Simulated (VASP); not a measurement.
# Mo (I4/mmm) in VASP: further runs

Mo is run at these levels: PBE; tasks: single point.

Everything below comes from runs of VASP 6.6.1. Logs are shortened: lines on timing, memory, paths and dates and some standing lists are left out, and cuts for length are marked.

## Step 1: The cell of the first run

It takes space group I4/mmm (No. 139, tetragonal). Conventional cell: a = 3.016 Å, b = 3.016 Å, c = 3.393 Å, α = 90.00°, β = 90.00°, γ = 90.00°. Mo (site symmetry 4/mmm) has 14 Mo at 2.73 to 3.39 Å within 3.6 Å.

## Step 2: Single point, PBE (strain -0.040 along x and y, +0.080 along z)

Input file INCAR:

```
SYSTEM = Mo
PREC = Accurate ; ENCUT = 520
EDIFF = 1E-7 ; ISMEAR = 0
SIGMA = 0.15 ; LREAL = .FALSE.
LASPH = .TRUE. ; NELM = 80
ALGO = Fast ; ISIF = 2
LWAVE = .FALSE. ; LCHARG = .TRUE.
GGA = PE ; LELF = .TRUE.
LVHAR = .TRUE. ; NBANDS = 13
```

Input file KPOINTS:

```
Automatic mesh
0
G
  22 22 22
  0 0 0
```

Input file POSCAR:

```
Mo
1.0
   -1.5081600000      1.5081600000      1.6966800000
    1.5081600000     -1.5081600000      1.6966800000
    1.5081600000      1.5081600000     -1.6966800000
Mo
1
Direct
    0.0000000000      0.0000000000      0.0000000000
```

Potentials or basis: VASP PAW PBE potentials, release 64 (Mo_sv).

Started as:

```bash
$ cat potpaw_PBE.64/Mo_sv/POTCAR > POTCAR
$ mpirun -np 1 vasp_std > vasp.out
```

OUTCAR:

```text
SYSTEM = Mo
   PREC = Accurate
   ENCUT = 520
   EDIFF = 1E-7
   ISMEAR = 0
   LREAL = .FALSE.
   LASPH = .TRUE.
   NELM = 80
   ISIF = 2
   GGA = PE

 ion  position               nearest neighbor table
   1  0.000  0.000  0.000-

  LATTYP: Found a body centered tetragonal cell.
 ALAT       =     3.0163200000
 C/A-ratio  =     1.1250000000

  Lattice vectors:

 A1 = (  -1.5081600000,   1.5081600000,   1.6966800000)
 A2 = (   1.5081600000,  -1.5081600000,   1.6966800000)
 A3 = (   1.5081600000,   1.5081600000,  -1.6966800000)

Analysis of symmetry for initial positions (statically):
=====================================================================
 Subroutine PRICEL returns:
 Original cell was already a primitive cell.

 Routine SETGRP: Setting up the symmetry group for a
 body centered tetragonal supercell.

 Subroutine GETGRP returns: Found 16 space group operations
 (whereof 16 operations were pure point group operations)
 out of a pool of 16 trial point group operations.

The static configuration has the point symmetry D_4h.

Analysis of symmetry for dynamics (positions and initial velocities):
=====================================================================
 Subroutine PRICEL returns:
 Original cell was already a primitive cell.

 Routine SETGRP: Setting up the symmetry group for a
 body centered tetragonal supercell.

 Subroutine GETGRP returns: Found 16 space group operations
 (whereof 16 operations were pure point group operations)
 out of a pool of 16 trial point group operations.

The dynamic configuration has the point symmetry D_4h.

 Subroutine INISYM returns: Found 16 space group operations
 (whereof 16 operations are pure point group operations),
 and found     1 'primitive' translations

----------------------------------------------------------------------------------------

                                     Primitive cell

  volume of cell :      15.4367

  direct lattice vectors                    reciprocal lattice vectors
    -1.508160000  1.508160000  1.696680000     0.000000000  0.331529811  0.294693165
     1.508160000 -1.508160000  1.696680000     0.331529811  0.000000000  0.294693165
     1.508160000  1.508160000 -1.696680000     0.331529811  0.331529811  0.000000000

  length of vectors
     2.725402024  2.725402024  2.725402024     0.443571953  0.443571953  0.468853955

  position of ions in fractional coordinates (direct lattice)
     0.000000000  0.000000000  0.000000000

  ion indices of the primitive-cell ions
   primitive index   ion index
                 1           1

----------------------------------------------------------------------------------------

 KPOINTS: Automatic mesh

Automatic generation of k-mesh.
 Grid dimensions read from file:
 generate k-points for:   22   22   22

 Generating k-lattice:

  Cartesian coordinates                     Fractional coordinates (reciprocal lattice)
     0.000000000  0.015069537  0.013395144     0.045454545  0.000000000  0.000000000
     0.015069537  0.000000000  0.013395144     0.000000000  0.045454545  0.000000000
     0.015069537  0.015069537  0.000000000     0.000000000  0.000000000  0.045454545

  Length of vectors
     0.020162361  0.020162361  0.021311543

  Shift w.r.t. Gamma in fractional coordinates (k-lattice)
     0.000000000  0.000000000  0.000000000

 Subroutine IBZKPT returns following result:
 ===========================================

 Found    834 irreducible k-points:

 Following reciprocal coordinates:
            Coordinates               Weight
  0.000000  0.000000  0.000000      1.000000
  0.045455  0.000000  0.000000      8.000000
  0.090909  0.000000  0.000000      8.000000
  0.136364  0.000000  0.000000      8.000000
  0.181818  0.000000 -0.000000      8.000000
  0.227273  0.000000 -0.000000      8.000000
[... 16 lines left out ...]
  0.500000  0.045455  0.000000     16.000000
 -0.454545  0.045455  0.000000     16.000000
 [... further k-points ...]
   k-points           NKPTS =    834   k-points in BZ     NKDIM =    834   number of bands    NBANDS=     13
   number of dos      NEDOS =    301   number of ions     NIONS =      1
   total plane-waves  NPLWV =   8000
   dimension x,y,z NGX =    20 NGY =   20 NGZ =   20
   dimension x,y,z NGXF=    40 NGYF=   40 NGZF=   40
   ions per type =               1
   NGX,Y,Z   is equivalent  to a cutoff of  12.20, 12.20, 12.20 a.u.
   NGXF,Y,Z  is equivalent  to a cutoff of  24.40, 24.40, 24.40 a.u.
 SYSTEM =  Mo
   PREC   = accura    normal or accurate (medium, high low for compatibility)
   ISTART =      0    job   : 0-new  1-cont  2-samecut
   ICHARG =      2    charge: 1-file 2-atom 10-const
   ISPIN  =      1    spin polarized calculation?
   LNONCOLLINEAR =      F non collinear calculations
   LSORBIT =      F    spin-orbit coupling
   LASPH  =      T    aspherical Exc in radial PAW
   ENCUT  =  520.0 eV  38.22 Ry    6.18 a.u.   5.07  5.07  5.07*2*pi/ulx,y,z
   NELM   =     80;   NELMIN=  2; NELMDL= -5     # of ELM steps
   EDIFF  = 0.1E-06   stopping-criterion for ELM
   LREAL  =      F    real-space projection
   EDIFFG = 0.1E-05   stopping-criterion for IOM
   NSW    =      0    number of steps for IOM
   IBRION =     -1    ionic relax: 0-MD 1-quasi-New 2-CG
   NFREE  =      0    steps in history (QN), initial steepest desc. (CG)
   ISIF   =      2    stress and relaxation
   ISYM   =      2    0-nonsym 1-usesym 2-fastsym
   POTIM  = 0.5000    time-step for ionic-motion
   TEBEG  =    0.0;   TEEND  =   0.0 temperature during run
   PSTRESS=    0.0 pullay stress
   NELECT =      14.0000    total number of electrons
   NUPDOWN=      -1.0000    fix difference up-down
   EMIN   =  10.00;   EMAX   =-10.00  energy-range for DOS
   EFERMI =   0.00;   METHOD = LEGACY
   ISMEAR =     0;   SIGMA  =   0.15  broadening in eV -4-tet -1-fermi 0-gaus
   EFERMI_NEDOS =   21; number of points for ismear=-14 and -15
   IALGO  =     68    algorithm
   IMIX   =      4    mixing-type and parameters
     AMIX     =   0.40;   BMIX     =  1.00
     AMIX_MAG =   1.60;   BMIX_MAG =  1.00
  volume/ion in A,a.u.               =      15.44       104.17
  Fermi-wavevector in a.u.,A,eV,Ry     =   1.584647  2.994549 34.165681  2.511107
  Thomas-Fermi vector in A             =   2.684233
   LORBIT       =      0    0 simple, 1 ext, 2 COOP (PROOUT), +10 PAW based schemes
   GGA     = PE    functional components
   LHFCALC =     F    Hartree Fock is set to
   AEXX    =    0.0000 exact exchange contribution
   IVDW    =     0    specifies the selected vdW correction
   LEPSILON=     F    determine dielectric tensor
   LRPA    =     F    only Hartree local field effects (RPA)
 non-spin polarized calculation
 RMM-DIIS sequential band-by-band and
 Gauss-broadening in eV      SIGMA  =   0.15
  energy-cutoff  :      520.00
  volume of cell :       15.44
 maximum number of plane-waves:       430
   NGX = 11   NGY = 11   NGZ = 11

 number of electron      14.0000004 magnetization

 Free energy of the ion-electron system (eV)
  ---------------------------------------------------
  ext. energy  EPLUGINS =         0.00000000
  ---------------------------------------------------
  free energy    TOTEN  =       -10.80439034 eV

  energy without entropy =      -10.79594427  energy(sigma->0) =      -10.80016731

 E-fermi :  12.7748     XC(G=0): -13.4583

 val. band max:       12.7715344925   @ k =   0.0909   0.0455   0.0455
 cond. band min:      12.7768945285   @ k =  -0.2727   0.3182   0.2727
 fundamental gap:      0.0053600360
 Fermi energy:        12.7747997087

 k-point     1 :       0.0000    0.0000    0.0000
  band No.  band energies     occupation
      1     -48.4636      2.00000
      2     -21.7084      2.00000
      3     -21.7010      2.00000
      4     -21.7010      2.00000
      5       5.5230      2.00000
      6      11.1328      2.00000
      7      11.1328      2.00000
      8      12.3766      1.99983
      9      13.5336      0.00000
     10      15.1057      0.00000
     11      26.3942      0.00000
     12      28.5474      0.00000
     13      28.5474      0.00000

 k-point     2 :       0.0455    0.0000    0.0000
  band No.  band energies     occupation
      1     -48.4582      2.00000
      2     -21.7368      2.00000
      3     -21.7093      2.00000
      4     -21.7048      2.00000
      5       5.6136      2.00000
      6      11.1290      2.00000
      7      11.1616      2.00000
      8      12.3805      1.99980
      9      13.4935      0.00000
     10      15.0652      0.00000
     11      26.5559      0.00000
     12      28.6117      0.00000
     13      28.6983      0.00000

 k-point     3 :       0.0909    0.0000    0.0000
  band No.  band energies     occupation
      1     -48.4426      2.00000
      2     -21.8291      2.00000
      3     -21.7334      2.00000
      4     -21.7058      2.00000
      5       5.8763      2.00000
      6      11.1093      2.00000
      7      11.2093      2.00000
      8      12.4362      1.99859
      9      13.3969      0.00000
     10      14.9636      0.00000
     11      26.9881      0.00000
     12      28.7539      0.00000
     13      29.1427      0.00000
[... 305 lines left out ...]
 k-point    23 :       0.5000    0.0455    0.0000
  band No.  band energies     occupation
      1     -48.1923      2.00000
      2     -23.1597      2.00000
      3     -22.1055      2.00000
      4     -21.7294      2.00000
      5       7.5441      2.00000
      6       9.9114      2.00000
      7      13.2516      0.00001
      8      14.0444      0.00000
      9      15.6106      0.00000
     10      17.5273      0.00000
     11      24.2823      0.00000
     12      25.1078      0.00000
     13      30.9322      0.00000

 k-point    24 :      -0.4545    0.0455    0.0000
  band No.  band energies     occupation
      1     -48.2027      2.00000
      2     -23.1082      2.00000
      3     -22.0890      2.00000
      4     -21.7310      2.00000
      5       7.5979      2.00000
      6       9.9664      2.00000
      7      13.0332      0.01485
      8      13.8876      0.00000
      9      15.5236      0.00000
     10      17.1454      0.00000
     11      24.6297      0.00000
     12      25.4271      0.00000
     13      31.5096      0.00000

 [... further k-points ...]

------------------------ aborting loop because EDIFF is reached ----------------------------------------

  FORCE on cell =-STRESS in cart. coord.  units (eV):
  Direction    XX          YY          ZZ          XY          YZ          ZX
  --------------------------------------------------------------------------------------
  -------------------------------------------------------------------------------------
  Total        1.7710652      1.7710652     -1.1224864      0.0000000     -0.0000000      0.0000000
  in kB      183.8189868    183.8189868   -116.5029395      0.0000000     -0.0000000      0.0000000
  external PRESSURE =      83.7116780 kB  Pullay stress =       0.0000000 kB

 VOLUME and BASIS-vectors are now :
 -----------------------------------------------------------------------------
  energy-cutoff  :      520.00
  volume of cell :       15.44
      direct lattice vectors                 reciprocal lattice vectors
    -1.508160000  1.508160000  1.696680000     0.000000000  0.331529811  0.294693165
     1.508160000 -1.508160000  1.696680000     0.331529811  0.000000000  0.294693165
     1.508160000  1.508160000 -1.696680000     0.331529811  0.331529811  0.000000000

 POSITION                                       TOTAL-FORCE (eV/Angst)
 -----------------------------------------------------------------------------------
      0.00000      0.00000      0.00000        -0.000000     -0.000000     -0.000000
 -----------------------------------------------------------------------------------
    total drift:                                0.000000      0.000000      0.000000

  FREE ENERGIE OF THE ION-ELECTRON SYSTEM (eV)
  ---------------------------------------------------
  free  energy   TOTEN  =       -10.8043903445 eV

  energy  without entropy=      -10.7959442660  energy(sigma->0) =      -10.80016731
```

Run time: 57 s. Hardware: 1 thread of Intel Xeon 6975P-C (Granite Rapids), shared host; peak memory 0.26 GiB.

What came out:

```yaml
Free_energy: -10.8044 eV
Pressure: 8.4 GPa
Band_gap_on_the_k_mesh: zero (bands 7 and 8 overlap by 4.89 eV)
```

Caveat: the cell differs from its parent crystal (strain -0.040 along x and y, +0.080 along z); the cell stands under pressure.

## Step 3: Single point, PBE (strain +0.040 along x and y, -0.080 along z)

Input file INCAR:

```
SYSTEM = Mo
ALGO = Fast
EDIFF = 1E-6
ENCUT = 520
GGA = PE
ISIF = 2
ISMEAR = 0
LASPH = .True.
LCHARG = .True.
LELF = .True.
LREAL = .False.
LVHAR = .True.
LWAVE = .False.
NBANDS = 13
NELM = 80
PREC = Accurate
SIGMA = 0.15
```

Input file KPOINTS:

```
k-points
0
Gamma
  22 22 22
  0 0 0
```

Input file POSCAR:

```
Mo
1.0
   -1.6338400000      1.6338400000      1.4453200000
    1.6338400000     -1.6338400000      1.4453200000
    1.6338400000      1.6338400000     -1.4453200000
Mo
1
Direct
    0.0000000000      0.0000000000      0.0000000000
```

Potentials or basis: VASP PAW PBE potentials, release 64 (Mo_sv).

Started as:

```bash
$ cat potpaw_PBE.64/Mo_sv/POTCAR > POTCAR
$ mpirun -np 1 vasp_std > vasp.out
```

Wall time 49 s (1 thread of Intel Xeon 6975P-C (Granite Rapids), shared host); peak memory 0.26 GiB.

Results (log left out):

```
Free energy            : -10.7822 eV
Pressure               : 8.7 GPa
Band gap on the k mesh : zero (bands 7 and 8 overlap by 5.38 eV)
```

Stress tensor (GPa, compression positive):
```
-2.76  0.00  0.00
 0.00 -2.76  0.00
 0.00  0.00 31.63
```

Levels at points of the mesh, in eV from the Fermi level:
| k point | band 3 | band 4 | band 5 | band 6 | band 7 | band 8 | band 9 | band 10 | band 11 | band 12 |
| --- | --- | --- | --- | --- | --- | --- | --- | --- | --- | --- |
| (0.00, 0.00, 0.00) | -34.47 | -34.37 | -7.22 | -2.22 | -0.67 | -0.67 | 0.61 | 2.56 | 14.26 | 14.26 |
| (0.50, 0.00, 0.00) | -34.95 | -34.54 | -5.39 | -3.84 | 1.64 | 2.15 | 3.50 | 4.81 | 11.98 | 12.36 |
| (0.50, 0.50, 0.00) | -34.73 | -34.41 | -5.22 | -2.24 | 0.49 | 1.09 | 1.84 | 4.71 | 11.15 | 12.49 |
| (0.50, 0.50, 0.50) | -35.56 | -35.14 | -5.62 | -5.31 | 4.03 | 4.03 | 4.43 | 8.17 | 8.17 | 11.47 |

Caveat: the cell differs from its parent crystal (strain +0.040 along x and y, -0.080 along z); the cell stands under pressure.

(Part 1 of 2 ends here.)
